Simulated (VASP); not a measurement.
# Ru (P6/mmm) in VASP: a series of runs

The runs below take Ru through single point, with PBE.

All numbers are computed with VASP 6.6.1; they aren't measurements. Logs are shortened: lines on timing, memory, paths and dates and some standing lists are left out, and cuts for length are marked.

### 1 The cell of the first run

The structure is hexagonal, space group P6/mmm (No. 191). Conventional cell: a = 4.270 Å, b = 4.270 Å, c = 2.683 Å, α = 90.00°, β = 90.00°, γ = 120.00°. Within 3.5 Å of Ru (site symmetry 6/mmm) lie 14 Ru at 2.68 to 2.81 Å. Within 3.3 Å of Ru (site symmetry -6m2) lie 11 Ru at 2.47 to 2.81 Å.

### 2 Single point, PBE

File INCAR:

```
PREC = Accurate
ENCUT = 520
EDIFF = 1E-6
ISMEAR = -1
SIGMA = 0.1
LREAL = F
LASPH = T
NELM = 60
ALGO = Normal
ISIF = 2
LWAVE = F
LCHARG = F
GGA = PE
NBANDS = 28
```

File KPOINTS:

```
Automatic mesh
0
Gamma
  9 9 12
```

File POSCAR:

```
Ru
1.0
    4.2696732638      0.0000000000      0.0000000000
   -2.1348366319      3.6976455123      0.0000000000
    0.0000000000      0.0000000000      2.6831934033
Ru
3
Direct
    0.0000000000      0.0000000000      0.0000000000
    0.3333333333      0.6666666667      0.5000000000
    0.6666666667      0.3333333333      0.5000000000
```

Potentials or basis: VASP PAW PBE potentials, release 64 (Ru_pv).

The run is started by

```bash
> cat potpaw_PBE.64/Ru_pv/POTCAR > POTCAR
> mpirun -np 1 vasp_std > vasp.out
```

OUTCAR:

```text
PREC = Accurate
   ENCUT = 520
   EDIFF = 1E-6
   ISMEAR = -1
   LREAL = F
   LASPH = T
   NELM = 60
   ISIF = 2
   GGA = PE

 ion  position               nearest neighbor table
   1  0.000  0.000  0.000-   2 2.81   3 2.81   2 2.81   3 2.81   2 2.81   2 2.81   3 2.81   3 2.81
                             3 2.81   3 2.81   2 2.81   2 2.81
   2  0.333  0.667  0.500-   3 2.47   3 2.47   3 2.47   1 2.81   1 2.81   1 2.81   1 2.81   1 2.81
                             1 2.81
   3  0.667  0.333  0.500-   2 2.47   2 2.47   2 2.47   1 2.81   1 2.81   1 2.81   1 2.81   1 2.81
                             1 2.81

  LATTYP: Found a hexagonal cell.
 ALAT       =     4.2696732638
 C/A-ratio  =     0.6284306169

  Lattice vectors:

 A1 = (   4.2696732638,   0.0000000000,   0.0000000000)
 A2 = (  -2.1348366319,   3.6976455123,   0.0000000000)
 A3 = (   0.0000000000,   0.0000000000,   2.6831934033)

Analysis of symmetry for initial positions (statically):
=====================================================================
 Subroutine PRICEL returns:
 Original cell was already a primitive cell.

 Routine SETGRP: Setting up the symmetry group for a
 hexagonal supercell.

 Subroutine GETGRP returns: Found 24 space group operations
 (whereof 24 operations were pure point group operations)
 out of a pool of 24 trial point group operations.

The static configuration has the point symmetry D_6h.

Analysis of symmetry for dynamics (positions and initial velocities):
=====================================================================
 Subroutine PRICEL returns:
 Original cell was already a primitive cell.

 Routine SETGRP: Setting up the symmetry group for a
 hexagonal supercell.

 Subroutine GETGRP returns: Found 24 space group operations
 (whereof 24 operations were pure point group operations)
 out of a pool of 24 trial point group operations.

The dynamic configuration has the point symmetry D_6h.

 Subroutine INISYM returns: Found 24 space group operations
 (whereof 24 operations are pure point group operations),
 and found     1 'primitive' translations

----------------------------------------------------------------------------------------

                                     Primitive cell

  volume of cell :      42.3616

  direct lattice vectors                    reciprocal lattice vectors
     4.269673264  0.000000000  0.000000000     0.234209959  0.135221183  0.000000000
    -2.134836632  3.697645512  0.000000000     0.000000000  0.270442366  0.000000000
     0.000000000  0.000000000  2.683193403     0.000000000  0.000000000  0.372690242

  length of vectors
     4.269673264  4.269673264  2.683193403     0.270442366  0.270442366  0.372690242

  position of ions in fractional coordinates (direct lattice)
     0.000000000  0.000000000  0.000000000
     0.333333333  0.666666667  0.500000000
     0.666666667  0.333333333  0.500000000

  ion indices of the primitive-cell ions
   primitive index   ion index
                 1           1
                 2           2
                 3           3

----------------------------------------------------------------------------------------

 KPOINTS: Automatic mesh

Automatic generation of k-mesh.
 Grid dimensions read from file:
 generate k-points for:    9    9   12

 Generating k-lattice:

  Cartesian coordinates                     Fractional coordinates (reciprocal lattice)
     0.026023329  0.015024576  0.000000000     0.111111111 -0.000000000  0.000000000
     0.000000000  0.030049152  0.000000000     0.000000000  0.111111111  0.000000000
     0.000000000  0.000000000  0.031057520     0.000000000  0.000000000  0.083333333

  Length of vectors
     0.030049152  0.030049152  0.031057520

  Shift w.r.t. Gamma in fractional coordinates (k-lattice)
     0.000000000  0.000000000  0.000000000

 Subroutine IBZKPT returns following result:
 ===========================================

 Found     84 irreducible k-points:

 Following reciprocal coordinates:
            Coordinates               Weight
  0.000000  0.000000  0.000000      1.000000
  0.111111 -0.000000  0.000000      6.000000
  0.222222 -0.000000  0.000000      6.000000
  0.333333 -0.000000  0.000000      6.000000
  0.444444 -0.000000  0.000000      6.000000
  0.111111  0.111111  0.000000      6.000000
[... 16 lines left out ...]
  0.333333  0.222222  0.083333     24.000000
  0.333333  0.333333  0.083333      4.000000
 [... further k-points ...]
   k-points           NKPTS =     84   k-points in BZ     NKDIM =     84   number of bands    NBANDS=     28
   number of dos      NEDOS =    301   number of ions     NIONS =      3
   total plane-waves  NPLWV =  20480
   dimension x,y,z NGX =    32 NGY =   32 NGZ =   20
   dimension x,y,z NGXF=    64 NGYF=   64 NGZF=   40
   ions per type =               3
   NGX,Y,Z   is equivalent  to a cutoff of  12.46, 12.46, 12.39 a.u.
   NGXF,Y,Z  is equivalent  to a cutoff of  24.92, 24.92, 24.78 a.u.
 SYSTEM =  unknown system
   PREC   = accura    normal or accurate (medium, high low for compatibility)
   ISTART =      0    job   : 0-new  1-cont  2-samecut
   ICHARG =      2    charge: 1-file 2-atom 10-const
   ISPIN  =      1    spin polarized calculation?
   LNONCOLLINEAR =      F non collinear calculations
   LSORBIT =      F    spin-orbit coupling
   LASPH  =      T    aspherical Exc in radial PAW
   ENCUT  =  520.0 eV  38.22 Ry    6.18 a.u.   7.94  7.94  4.99*2*pi/ulx,y,z
   NELM   =     60;   NELMIN=  2; NELMDL= -5     # of ELM steps
   EDIFF  = 0.1E-05   stopping-criterion for ELM
   LREAL  =      F    real-space projection
   EDIFFG = 0.1E-04   stopping-criterion for IOM
   NSW    =      0    number of steps for IOM
   IBRION =     -1    ionic relax: 0-MD 1-quasi-New 2-CG
   NFREE  =      0    steps in history (QN), initial steepest desc. (CG)
   ISIF   =      2    stress and relaxation
   ISYM   =      2    0-nonsym 1-usesym 2-fastsym
   POTIM  = 0.5000    time-step for ionic-motion
   TEBEG  =    0.0;   TEEND  =   0.0 temperature during run
   PSTRESS=    0.0 pullay stress
   NELECT =      42.0000    total number of electrons
   NUPDOWN=      -1.0000    fix difference up-down
   EMIN   =  10.00;   EMAX   =-10.00  energy-range for DOS
   EFERMI =   0.00;   METHOD = LEGACY
   ISMEAR =    -1;   SIGMA  =   0.10  broadening in eV -4-tet -1-fermi 0-gaus
   EFERMI_NEDOS =   21; number of points for ismear=-14 and -15
   IALGO  =     38    algorithm
   IMIX   =      4    mixing-type and parameters
     AMIX     =   0.40;   BMIX     =  1.00
     AMIX_MAG =   1.60;   BMIX_MAG =  1.00
  volume/ion in A,a.u.               =      14.12        95.29
  Fermi-wavevector in a.u.,A,eV,Ry     =   1.632428  3.084841 36.257081  2.664820
  Thomas-Fermi vector in A             =   2.724400
   LORBIT       =      0    0 simple, 1 ext, 2 COOP (PROOUT), +10 PAW based schemes
   GGA     = PE    functional components
   LHFCALC =     F    Hartree Fock is set to
   AEXX    =    0.0000 exact exchange contribution
   IVDW    =     0    specifies the selected vdW correction
   LEPSILON=     F    determine dielectric tensor
   LRPA    =     F    only Hartree local field effects (RPA)
 non-spin polarized calculation
  energy-cutoff  :      520.00
  volume of cell :       42.36
 maximum number of plane-waves:      1156
 NGX is ok and might be reduce to    32
   NGX = 15   NGY = 15   NGZ =  9

 number of electron      42.0000006 magnetization

 Free energy of the ion-electron system (eV)
  ---------------------------------------------------
  ext. energy  EPLUGINS =         0.00000000
  ---------------------------------------------------
  free energy    TOTEN  =       -26.99037132 eV

  energy without entropy =      -26.87384751  energy(sigma->0) =      -26.93210942

 E-fermi :  12.3244     XC(G=0): -13.8590

 val. band max:       12.3063622446   @ k =   0.3333   0.3333   0.2500
 cond. band min:      12.3368328137   @ k =   0.2222   0.2222   0.2500
 fundamental gap:      0.0304705691
 Fermi energy:        12.3243589986

 k-point     1 :       0.0000    0.0000    0.0000
  band No.  band energies     occupation
      1     -31.2457      2.00000
      2     -31.2457      2.00000
      3     -30.8550      2.00000
      4     -30.8550      2.00000
      5     -30.5971      2.00000
      6     -30.3539      2.00000
[... 20 lines left out ...]
     27      21.5470      0.00000
     28      21.6169      0.00000

 k-point     2 :       0.1111   -0.0000    0.0000
  band No.  band energies     occupation
      1     -31.2752      2.00000
      2     -31.2492      2.00000
      3     -30.8185      2.00000
      4     -30.8109      2.00000
      5     -30.5884      2.00000
      6     -30.3588      2.00000
[... 20 lines left out ...]
     27      19.7526      0.00000
     28      22.0301      0.00000

 k-point     3 :       0.2222   -0.0000    0.0000
  band No.  band energies     occupation
      1     -31.3351      2.00000
      2     -31.2342      2.00000
      3     -30.7382      2.00000
      4     -30.7139      2.00000
      5     -30.5637      2.00000
      6     -30.4548      2.00000
[... 20 lines left out ...]
     27      17.9667      0.00000
     28      22.1715      0.00000

 k-point     4 :       0.3333   -0.0000    0.0000
  band No.  band energies     occupation
      1     -31.3892      2.00000
      2     -31.1726      2.00000
      3     -30.6541      2.00000
      4     -30.6504      2.00000
      5     -30.5838      2.00000
      6     -30.5269      2.00000
[... 20 lines left out ...]
     27      16.2555      0.00000
     28      22.3597      0.00000

 k-point     5 :       0.4444   -0.0000    0.0000
  band No.  band energies     occupation
      1     -31.4197      2.00000
      2     -31.0778      2.00000
      3     -30.7843      2.00000
      4     -30.5959      2.00000
      5     -30.5472      2.00000
      6     -30.4856      2.00000
[... 20 lines left out ...]
     27      14.6625      0.00000
     28      22.4897      0.00000

 k-point     6 :       0.1111    0.1111    0.0000
  band No.  band energies     occupation
      1     -31.3115      2.00000
      2     -31.2502      2.00000
      3     -30.7549      2.00000
      4     -30.7470      2.00000
      5     -30.5717      2.00000
      6     -30.4196      2.00000
[... 463 lines left out ...]
      5     -30.5634      2.00000
      6     -30.4803      2.00000
[... 20 lines left out ...]
     27      14.6312      0.00000
     28      22.6872      0.00000

 k-point    22 :       0.2222    0.2222    0.0833
  band No.  band energies     occupation
      1     -31.3564      2.00000
      2     -31.1720      2.00000
      3     -30.7329      2.00000
      4     -30.6074      2.00000
      5     -30.5987      2.00000
      6     -30.5216      2.00000
[... 20 lines left out ...]
     27      15.4834      0.00000
     28      22.6855      0.00000

 k-point    23 :       0.3333    0.2222    0.0833
  band No.  band energies     occupation
      1     -31.3609      2.00000
      2     -31.0904      2.00000
      3     -30.8793      2.00000
      4     -30.5729      2.00000
      5     -30.5638      2.00000
      6     -30.4846      2.00000
[... 20 lines left out ...]
     27      14.4203      0.00000
     28      22.6772      0.00000

 k-point    24 :       0.3333    0.3333    0.0833
  band No.  band energies     occupation
      1     -31.3459      2.00000
      2     -31.0068      2.00000
      3     -31.0068      2.00000
      4     -30.5576      2.00000
      5     -30.5576      2.00000
      6     -30.4641      2.00000
[... 20 lines left out ...]
     27      13.8810      0.00000
     28      22.7490      0.00000

 [... further k-points ...]

------------------------ aborting loop because EDIFF is reached ----------------------------------------

  FORCE on cell =-STRESS in cart. coord.  units (eV):
  Direction    XX          YY          ZZ          XY          YZ          ZX
  --------------------------------------------------------------------------------------
  -------------------------------------------------------------------------------------
  Total        0.0053922      0.0053922     -0.0360371      0.0000000     -0.0000000     -0.0000000
  in kB        0.2039406      0.2039406     -1.3629770      0.0000000     -0.0000000     -0.0000000
  external PRESSURE =      -0.3183653 kB  Pullay stress =       0.0000000 kB

 VOLUME and BASIS-vectors are now :
 -----------------------------------------------------------------------------
  energy-cutoff  :      520.00
  volume of cell :       42.36
      direct lattice vectors                 reciprocal lattice vectors
     4.269673264  0.000000000  0.000000000     0.234209959  0.135221183  0.000000000
    -2.134836632  3.697645512  0.000000000     0.000000000  0.270442366  0.000000000
     0.000000000  0.000000000  2.683193403     0.000000000  0.000000000  0.372690242

 POSITION                                       TOTAL-FORCE (eV/Angst)
 -----------------------------------------------------------------------------------
      0.00000      0.00000      0.00000        -0.000000      0.000000      0.000000
     -0.00000      2.46510      1.34160        -0.000000     -0.000000      0.000000
      2.13484      1.23255      1.34160         0.000000      0.000000      0.000000
 -----------------------------------------------------------------------------------
    total drift:                               -0.000000      0.000000      0.000000

  FREE ENERGIE OF THE ION-ELECTRON SYSTEM (eV)
  ---------------------------------------------------
  free  energy   TOTEN  =       -26.9903713206 eV

  energy  without entropy=      -26.8738475107  energy(sigma->0) =      -26.93210942
```

Run time: 62 s. Hardware: 1 thread of Intel Xeon 6975P-C, shared host; peak memory 0.2 GiB.

Results:

| Quantity | Value |
| --- | --- |
| Free energy | -26.9904 eV |
| Pressure | 0.0 GPa |
| Band gap on the k mesh | zero (band 21 reaches 13.41 eV, above the bottom of band 22 at 11.02 eV) |

Stress tensor (GPa, compression positive):
```
 0.02  0.00  0.00
 0.00  0.02  0.00
 0.00  0.00 -0.14
```

### 3 Single point, PBE (volume scaled by 0.88)

File INCAR:

```
SYSTEM = Ru
  PREC = Accurate
  ENCUT = 520
  EDIFF = 1E-7
  ISMEAR = -1
  SIGMA = 0.1
  LREAL = .False.
  LASPH = .True.
  NELM = 80
  ALGO = Normal
  ISIF = 2
  LWAVE = .False.
  LCHARG = .True.
  GGA = PE
  LELF = .True.
  LVHAR = .True.
  NBANDS = 28
```

File KPOINTS:

```
regular mesh
0
Gamma
  10 10 13
  0 0 0
```

File POSCAR:

```
Ru
1.0
    4.0915594519      0.0000000000      0.0000000000
   -2.0457797259      3.5433944264      0.0000000000
    0.0000000000      0.0000000000      2.5712612306
Ru
3
Direct
    0.0000000000      0.0000000000      0.0000000000
    0.3333333333      0.6666666667      0.5000000000
    0.6666666667      0.3333333333      0.5000000000
```

Potentials or basis: VASP PAW PBE potentials, release 64 (Ru_pv).

The run is started by

```bash
> cat potpaw_PBE.64/Ru_pv/POTCAR > POTCAR
> mpirun -np 1 vasp_std > vasp.out
```

It took 1.7 min on 1 thread of Intel Xeon 6975P-C, shared host; peak memory 0.2 GiB.

Results (log left out):

```
Free energy            : -26.2661 eV
Pressure               : 51.1 GPa
Band gap on the k mesh : zero (band 21 reaches 15.93 eV, above the bottom of band 22 at 13.14 eV)
```

Stress tensor (GPa, compression positive):
```
53.01  0.00  0.00
 0.00 53.01  0.00
 0.00  0.00 47.18
```

Levels at points of the mesh, in eV from the Fermi level:
| k point | band 17 | band 18 | band 19 | band 20 | band 21 | band 22 | band 23 | band 24 | band 25 | band 26 |
| --- | --- | --- | --- | --- | --- | --- | --- | --- | --- | --- |
| (0.00, 0.00, 0.00) | -3.28 | -2.52 | -2.52 | -1.72 | -1.72 | -1.61 | -1.61 | 2.02 | 2.02 | 10.21 |
| (0.50, 0.00, 0.00) | -3.08 | -2.88 | -1.40 | -1.33 | 0.50 | 0.96 | 0.97 | 1.01 | 1.49 | 1.50 |

(Part 1 of 3 ends here.)
